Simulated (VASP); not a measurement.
# GaN (gallium nitride) (P6_3mc) in VASP: further runs

GaN (gallium nitride) is run at these levels: PBE; tasks: single point, relaxation of cell and atoms.

Program: VASP 6.6.1. These are calculated values, not measurements. Logs are shortened: lines on timing, memory, paths and dates and some standing lists are left out, and cuts for length are marked.

## (1) The cell of the first run

It takes space group P6_3mc (No. 186, hexagonal). Conventional cell: a = 3.218 Å, b = 3.218 Å, c = 5.243 Å, α = 90.00°, β = 90.00°, γ = 120.00°. Ga (site symmetry 3m) has 4 N at 1.97 Å within 2.6 Å. Within 2.6 Å of N (site symmetry 3m) lie 4 Ga at 1.97 Å.

## (2) Single point, PBE

INCAR

```
PREC = Accurate
ENCUT = 520
EDIFF = 1E-6
ISMEAR = 0
SIGMA = 0.01
LREAL = F
LASPH = T
NELM = 100
ALGO = Normal
ISIF = 2
LWAVE = F
LCHARG = F
GGA = PE
NBANDS = 26
```

KPOINTS

```
regular mesh
0
Gamma
  8 8 5
```

POSCAR

```
GaN
1.0
    3.2181986023      0.0000000000      0.0000000000
   -1.6090993012      2.7870417440      0.0000000000
    0.0000000000      0.0000000000      5.2428452642
Ga N
2 2
Direct
    0.3333333333      0.6666666667      0.0001493318
    0.6666666667      0.3333333333      0.5001493318
    0.3333333333      0.6666666667      0.3768506682
    0.6666666667      0.3333333333      0.8768506682
```

Potentials or basis: VASP PAW PBE potentials, release 64 (Ga_d, N).

The run is started by

```bash
$ cat potpaw_PBE.64/Ga_d/POTCAR potpaw_PBE.64/N/POTCAR > POTCAR
$ mpirun -np 1 vasp_std > vasp.out
```

OUTCAR:

```text
PREC = Accurate
   ENCUT = 520
   EDIFF = 1E-6
   ISMEAR = 0
   LREAL = F
   LASPH = T
   NELM = 100
   ISIF = 2
   GGA = PE

 ion  position               nearest neighbor table
   1  0.333  0.667  0.000-   4 1.97   4 1.97   4 1.97   3 1.97
   2  0.667  0.333  0.500-   3 1.97   3 1.97   3 1.97   4 1.97
   3  0.333  0.667  0.377-   2 1.97   2 1.97   2 1.97   1 1.97
   4  0.667  0.333  0.877-   1 1.97   1 1.97   1 1.97   2 1.97

  LATTYP: Found a hexagonal cell.
 ALAT       =     3.2181986023
 C/A-ratio  =     1.6291242127

  Lattice vectors:

 A1 = (   3.2181986023,   0.0000000000,   0.0000000000)
 A2 = (  -1.6090993012,   2.7870417440,   0.0000000000)
 A3 = (   0.0000000000,   0.0000000000,   5.2428452642)

Analysis of symmetry for initial positions (statically):
=====================================================================
 Subroutine PRICEL returns:
 Original cell was already a primitive cell.

 Routine SETGRP: Setting up the symmetry group for a
 hexagonal supercell.

 Subroutine GETGRP returns: Found 12 space group operations
 (whereof  6 operations were pure point group operations)
 out of a pool of 24 trial point group operations.

The static configuration has the point symmetry C_3v.
 The point group associated with its full space group is C_6v.

Analysis of symmetry for dynamics (positions and initial velocities):
=====================================================================
 Subroutine PRICEL returns:
 Original cell was already a primitive cell.

 Routine SETGRP: Setting up the symmetry group for a
 hexagonal supercell.

 Subroutine GETGRP returns: Found 12 space group operations
 (whereof  6 operations were pure point group operations)
 out of a pool of 24 trial point group operations.

The dynamic configuration has the point symmetry C_3v.
 The point group associated with its full space group is C_6v.

 Subroutine INISYM returns: Found 12 space group operations
 (whereof  6 operations are pure point group operations),
 and found     1 'primitive' translations

----------------------------------------------------------------------------------------

                                     Primitive cell

  volume of cell :      47.0244

  direct lattice vectors                    reciprocal lattice vectors
     3.218198602  0.000000000  0.000000000     0.310732843  0.179401690  0.000000000
    -1.609099301  2.787041744  0.000000000     0.000000000  0.358803381  0.000000000
     0.000000000  0.000000000  5.242845264     0.000000000  0.000000000  0.190736127

  length of vectors
     3.218198602  3.218198602  5.242845264     0.358803381  0.358803381  0.190736127

  position of ions in fractional coordinates (direct lattice)
     0.333333333  0.666666667  0.000149332
     0.666666667  0.333333333  0.500149332
     0.333333333  0.666666667  0.376850668
     0.666666667  0.333333333  0.876850668

  ion indices of the primitive-cell ions
   primitive index   ion index
                 1           1
                 2           2
                 3           3
                 4           4

----------------------------------------------------------------------------------------

 KPOINTS: regular mesh

Automatic generation of k-mesh.
 Grid dimensions read from file:
 generate k-points for:    8    8    5

 Generating k-lattice:

  Cartesian coordinates                     Fractional coordinates (reciprocal lattice)
     0.038841605  0.022425211  0.000000000     0.125000000 -0.000000000  0.000000000
     0.000000000  0.044850423  0.000000000     0.000000000  0.125000000  0.000000000
     0.000000000  0.000000000  0.038147225     0.000000000  0.000000000  0.200000000

  Length of vectors
     0.044850423  0.044850423  0.038147225

  Shift w.r.t. Gamma in fractional coordinates (k-lattice)
     0.000000000  0.000000000  0.000000000

 Subroutine IBZKPT returns following result:
 ===========================================

 Found     30 irreducible k-points:

 Following reciprocal coordinates:
            Coordinates               Weight
  0.000000  0.000000  0.000000      1.000000
  0.125000  0.000000  0.000000      6.000000
  0.250000  0.000000  0.000000      6.000000
  0.375000  0.000000  0.000000      6.000000
  0.500000  0.000000  0.000000      3.000000
  0.125000  0.125000  0.000000      6.000000
[... 16 lines left out ...]
  0.250000  0.000000  0.400000     12.000000
  0.375000  0.000000  0.400000     12.000000
 [... further k-points ...]
   k-points           NKPTS =     30   k-points in BZ     NKDIM =     30   number of bands    NBANDS=     26
   number of dos      NEDOS =    301   number of ions     NIONS =      4
   total plane-waves  NPLWV =  23040
   dimension x,y,z NGX =    24 NGY =   24 NGZ =   40
   dimension x,y,z NGXF=    48 NGYF=   48 NGZF=   80
   ions per type =               2   2
   NGX,Y,Z   is equivalent  to a cutoff of  12.40, 12.40, 12.68 a.u.
   NGXF,Y,Z  is equivalent  to a cutoff of  24.80, 24.80, 25.37 a.u.
 SYSTEM =  unknown system
   PREC   = accura    normal or accurate (medium, high low for compatibility)
   ISTART =      0    job   : 0-new  1-cont  2-samecut
   ICHARG =      2    charge: 1-file 2-atom 10-const
   ISPIN  =      1    spin polarized calculation?
   LNONCOLLINEAR =      F non collinear calculations
   LSORBIT =      F    spin-orbit coupling
   LASPH  =      T    aspherical Exc in radial PAW
   ENCUT  =  520.0 eV  38.22 Ry    6.18 a.u.   5.98  5.98  9.75*2*pi/ulx,y,z
   NELM   =    100;   NELMIN=  2; NELMDL= -5     # of ELM steps
   EDIFF  = 0.1E-05   stopping-criterion for ELM
   LREAL  =      F    real-space projection
   EDIFFG = 0.1E-04   stopping-criterion for IOM
   NSW    =      0    number of steps for IOM
   IBRION =     -1    ionic relax: 0-MD 1-quasi-New 2-CG
   NFREE  =      0    steps in history (QN), initial steepest desc. (CG)
   ISIF   =      2    stress and relaxation
   ISYM   =      2    0-nonsym 1-usesym 2-fastsym
   POTIM  = 0.5000    time-step for ionic-motion
   TEBEG  =    0.0;   TEEND  =   0.0 temperature during run
   PSTRESS=    0.0 pullay stress
   NELECT =      36.0000    total number of electrons
   NUPDOWN=      -1.0000    fix difference up-down
   EMIN   =  10.00;   EMAX   =-10.00  energy-range for DOS
   EFERMI =   0.00;   METHOD = LEGACY
   ISMEAR =     0;   SIGMA  =   0.01  broadening in eV -4-tet -1-fermi 0-gaus
   EFERMI_NEDOS =   21; number of points for ismear=-14 and -15
   IALGO  =     38    algorithm
   IMIX   =      4    mixing-type and parameters
     AMIX     =   0.40;   BMIX     =  1.00
     AMIX_MAG =   1.60;   BMIX_MAG =  1.00
  volume/ion in A,a.u.               =      11.76        79.33
  Fermi-wavevector in a.u.,A,eV,Ry     =   1.497619  2.830089 30.515981  2.242861
  Thomas-Fermi vector in A             =   2.609483
   LORBIT       =      0    0 simple, 1 ext, 2 COOP (PROOUT), +10 PAW based schemes
   GGA     = PE    functional components
   LHFCALC =     F    Hartree Fock is set to
   AEXX    =    0.0000 exact exchange contribution
   IVDW    =     0    specifies the selected vdW correction
   LEPSILON=     F    determine dielectric tensor
   LRPA    =     F    only Hartree local field effects (RPA)
 non-spin polarized calculation
 Gauss-broadening in eV      SIGMA  =   0.01
  energy-cutoff  :      520.00
  volume of cell :       47.02
 maximum number of plane-waves:      1279
 NGX is ok and might be reduce to    24
   NGX = 11   NGY = 11   NGZ = 19

 number of electron      35.9999955 magnetization

 Free energy of the ion-electron system (eV)
  ---------------------------------------------------
  ext. energy  EPLUGINS =         0.00000000
  ---------------------------------------------------
  free energy    TOTEN  =       -24.32731484 eV

  energy without entropy =      -24.32731484  energy(sigma->0) =      -24.32731484

 E-fermi :   5.0904     XC(G=0): -11.5157

 val. band max:        5.0105704264   @ k =   0.0000   0.0000   0.0000
 cond. band min:       6.7276181577   @ k =   0.0000   0.0000   0.0000
 fundamental gap:      1.7170477313
 Fermi energy:         5.0903905176

 k-point     1 :       0.0000    0.0000    0.0000
  band No.  band energies     occupation
      1     -10.7261      2.00000
      2      -9.9022      2.00000
      3      -8.4100      2.00000
      4      -8.3955      2.00000
      5      -8.3955      2.00000
      6      -8.3397      2.00000
[... 18 lines left out ...]
     25      16.5000      0.00000
     26      16.5000      0.00000

 k-point     2 :       0.1250    0.0000    0.0000
  band No.  band energies     occupation
      1     -10.5857      2.00000
      2      -9.8690      2.00000
      3      -8.3942      2.00000
      4      -8.3759      2.00000
      5      -8.3447      2.00000
      6      -8.3204      2.00000
[... 18 lines left out ...]
     25      16.0526      0.00000
     26      16.8106      0.00000

 k-point     3 :       0.2500    0.0000    0.0000
  band No.  band energies     occupation
      1     -10.2627      2.00000
      2      -9.8064      2.00000
      3      -8.3586      2.00000
      4      -8.3413      2.00000
      5      -8.2798      2.00000
      6      -8.2463      2.00000
[... 18 lines left out ...]
     25      16.2752      0.00000
     26      17.4858      0.00000

 k-point     4 :       0.3750    0.0000    0.0000
  band No.  band energies     occupation
      1      -9.9955      2.00000
      2      -9.7672      2.00000
      3      -8.3453      2.00000
      4      -8.3283      2.00000
      5      -8.2469      2.00000
      6      -8.1961      2.00000
[... 18 lines left out ...]
     25      16.7453      0.00000
     26      17.9710      0.00000
[... 496 lines left out ...]
      1     -10.2473      2.00000
      2     -10.0177      2.00000
      3      -8.3708      2.00000
      4      -8.3609      2.00000
      5      -8.3521      2.00000
      6      -8.3410      2.00000
[... 18 lines left out ...]
     25      15.4195      0.00000
     26      15.9135      0.00000

 k-point    23 :       0.2500    0.0000    0.4000
  band No.  band energies     occupation
      1     -10.0261      2.00000
      2      -9.8848      2.00000
      3      -8.3470      2.00000
      4      -8.3220      2.00000
      5      -8.3102      2.00000
      6      -8.2806      2.00000
[... 18 lines left out ...]
     25      16.1274      0.00000
     26      16.7079      0.00000

 k-point    24 :       0.3750    0.0000    0.4000
  band No.  band energies     occupation
      1      -9.8631      2.00000
      2      -9.7936      2.00000
      3      -8.3523      2.00000
      4      -8.3209      2.00000
      5      -8.2749      2.00000
      6      -8.2288      2.00000
[... 18 lines left out ...]
     25      16.4475      0.00000
     26      17.3431      0.00000

 [... further k-points ...]
[... 5 lines left out ...]
  --------------------------------------------------------------------------------------
  -------------------------------------------------------------------------------------
  Total        0.0416954      0.0416954      0.0538767     -0.0000000      0.0000000     -0.0000000
  in kB        1.4206127      1.4206127      1.8356442     -0.0000000      0.0000000     -0.0000000
  external PRESSURE =       1.5589565 kB  Pullay stress =       0.0000000 kB

 VOLUME and BASIS-vectors are now :
 -----------------------------------------------------------------------------
  energy-cutoff  :      520.00
  volume of cell :       47.02
      direct lattice vectors                 reciprocal lattice vectors
     3.218198602  0.000000000  0.000000000     0.310732843  0.179401690  0.000000000
    -1.609099301  2.787041744  0.000000000     0.000000000  0.358803381  0.000000000
     0.000000000  0.000000000  5.242845264     0.000000000  0.000000000  0.190736127

 POSITION                                       TOTAL-FORCE (eV/Angst)
 -----------------------------------------------------------------------------------
     -0.00000      1.85803      0.00078        -0.000000      0.000000     -0.001747
      1.60910      0.92901      2.62221         0.000000     -0.000000     -0.001747
     -0.00000      1.85803      1.97577         0.000000     -0.000000      0.001747
      1.60910      0.92901      4.59719         0.000000      0.000000      0.001747
 -----------------------------------------------------------------------------------
    total drift:                               -0.000001     -0.000001     -0.000535

  FREE ENERGIE OF THE ION-ELECTRON SYSTEM (eV)
  ---------------------------------------------------
  free  energy   TOTEN  =       -24.3273148352 eV

  energy  without entropy=      -24.3273148352  energy(sigma->0) =      -24.32731484
```

Run time: 12 s. Hardware: 1 thread of Intel Xeon 6975P-C (Granite Rapids), shared host; peak memory 0.17 GiB.

Results:

```yaml
Free_energy: -24.3273 eV
Pressure: 0.2 GPa
Band_gap_on_the_k_mesh: 1.72 eV, direct
```

## (3) Relaxation of cell and atoms, PBE

This run uses another cell than the first one, of 11.43 Å³/atom, 0.973 times its volume.

INCAR

```
PREC = Accurate
ENCUT = 600
EDIFF = 1E-6
ISMEAR = 0
SIGMA = 0.01
LREAL = F
LASPH = T
NELM = 60
ALGO = Normal
ISIF = 3
LWAVE = F
LCHARG = F
GGA = PE
IBRION = 2
NSW = 80
EDIFFG = -0.002
```

KPOINTS

```
Automatic mesh
0
Gamma
  8 8 5
```

POSCAR

```
GaN
1.0
    3.1900000000      0.0000000000      0.0000000000
   -1.5950000000      2.7626210380      0.0000000000
    0.0000000000      0.0000000000      5.1900000000
Ga N
2 2
Direct
    0.3333333330      0.6666666670      0.0000000000
    0.6666666670      0.3333333330      0.5000000000
    0.3333333330      0.6666666670      0.3770000000
    0.6666666670      0.3333333330      0.8770000000
```

Potentials or basis: VASP PAW PBE potentials, release 64 (Ga_d, N).

The run is started by

```bash
$ cat potpaw_PBE.64/Ga_d/POTCAR potpaw_PBE.64/N/POTCAR > POTCAR
$ mpirun -np 1 vasp_std > vasp.out
```

Wall time 2.1 min (1 thread of Intel Xeon 6975P-C (Granite Rapids), shared host); peak memory 0.2 GiB.

It converged, with:

```
Free energy                            : -24.3285 eV
Relaxed volume                         : 11.75 Å³/atom
Relaxed cell                           : a = 3.218 Å, b = 3.218 Å, c = 5.243 Å, α = 90.00°, β = 90.00°, γ = 120.00°
Space group after relaxing (to 0.05 Å) : P6_3mc (No. 186)
Energy gained by relaxing              : 4.9 meV/atom
Ionic steps                            : 19
Pressure after relaxing                : 0.0 GPa
Band gap on the k mesh                 : 1.72 eV, direct
```

Step by step:
| step | energy change (eV) | largest force (eV/Å) | pressure (GPa) | volume (Å³) |
| --- | --- | --- | --- | --- |
| 1 | 0.0000 | 0.0077 | 5.00 | 45.74 |
| 2 | -0.0061 | 0.0016 | -3.75 | 48.14 |
| 3 | -0.0196 | 0.0048 | 0.02 | 47.03 |
| 4 | -0.0196 | 0.0046 | -0.46 | 47.05 |
| 5 | -0.0193 | 0.0062 | 0.68 | 46.84 |
| 6 | -0.0196 | 0.0051 | 0.07 | 47.00 |
| 7 | -0.0196 | 0.0058 | -0.02 | 47.00 |
| 8 | -0.0196 | 0.0049 | 0.03 | 47.00 |
| 9 | -0.0196 | 0.0052 | 0.10 | 47.00 |
| 10 | -0.0196 | 0.0033 | -0.15 | 47.04 |
| 11 | -0.0196 | 0.0047 | 0.01 | 47.03 |
| 12 | -0.0196 | 0.0025 | -0.01 | 47.03 |
| 13 | -0.0196 | 0.0025 | -0.12 | 47.04 |
| 14 | -0.0196 | 0.0053 | -0.07 | 47.03 |
| 15 | -0.0196 | 0.0005 | 0.14 | 47.01 |
| 16 | -0.0196 | 0.0026 | 0.03 | 47.02 |
| 17 | -0.0196 | 0.0040 | 0.02 | 47.02 |
| 18 | -0.0196 | 0.0014 | 0.01 | 47.02 |
| 19 | -0.0197 | 0.0016 | 0.01 | 47.02 |

Final structure:
```xyz
4
Lattice="3.2181 0.0000 0.0000 -1.6090 2.7869 0.0000 0.0000 0.0000 5.2425" Properties=species:S:1:pos:R:3 pbc="T T T"
Ga    0.0000    1.8580    0.0006
Ga    1.6090    0.9290    2.6219
N     0.0000    1.8580    1.9758
N     1.6090    0.9290    4.5971
```

Levels at points of the mesh, in eV from the valence-band top:
```tsv
k point	band 14	band 15	band 16	band 17	band 18	band 19	band 20	band 21	band 22
(0.00, 0.00, 0.00)	-1.00	-1.00	-0.04	0.00	0.00	1.72	4.07	9.03	9.73
(0.50, 0.00, 0.00)	-5.19	-4.07	-2.64	-2.11	-0.96	4.98	5.38	5.98	8.35
```
